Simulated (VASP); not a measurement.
Set up this calculation in VASP 6.6.1, as the native input.

| Item | Value |
| --- | --- |
| Task | single point |
| Functional | PBE |
| Potentials or basis | VASP PAW PBE potentials, release 64 (Si, C) |
| Cutoff | 520 eV |
| k mesh | 8 × 8 × 4 |
| Occupations | gaussian, width 0.05 eV |
| Spin | no spin polarisation |
| Dipole correction | no |
| Further INCAR settings | ALGO = Normal; EDIFF = 1e-06; NBANDS = 16 |

The structure of SiC lies in POSCAR:

```
SiC
1.0
    3.0913649224      0.0000000000      0.0000000000
   -1.5456824612      2.6772005552      0.0000000000
    0.0000000000      0.0000000000      5.0733804442
Si C
2 2
Direct
    0.3333333333      0.6666666667      0.0045711878
    0.6666666667      0.3333333333      0.5045711878
    0.3333333333      0.6666666667      0.3804288122
    0.6666666667      0.3333333333      0.8804288122
```

One way to write it, as run:

INCAR

```
PREC     = Accurate       # precision mode
ENCUT    = 520            # plane-wave cutoff, eV
EDIFF    = 1E-6           # SCF threshold, eV
ISMEAR   = 0              # smearing method
SIGMA    = 0.05           # smearing width, eV
LREAL    = F              # projectors in reciprocal space
LASPH    = T              # aspherical terms in the spheres
NELM     = 60             # most SCF steps
ALGO     = Normal         # electronic algorithm
ISIF     = 2              # what is computed and relaxed
LWAVE    = F              # write WAVECAR
LCHARG   = F              # write CHGCAR
GGA      = PE             # functional
NBANDS   = 16             # bands
```

KPOINTS

```
Automatic mesh
0
Gamma
  8 8 4
```

Potentials or basis: VASP PAW PBE potentials, release 64 (Si, C).

Run with:

```console
$ cat potpaw_PBE.64/Si/POTCAR potpaw_PBE.64/C/POTCAR > POTCAR
$ mpirun -np 1 vasp_std > vasp.out
```

Results of the run:

```
Pressure               : 0.1 GPa
Band gap on the k mesh : 2.55 eV, indirect (least direct gap 3.94 eV)
```

Wall time 7.7 s on 1 thread of Intel(R) Xeon(R) 6975P-C (Granite Rapids), on a shared host, peak memory 0.15 GiB.
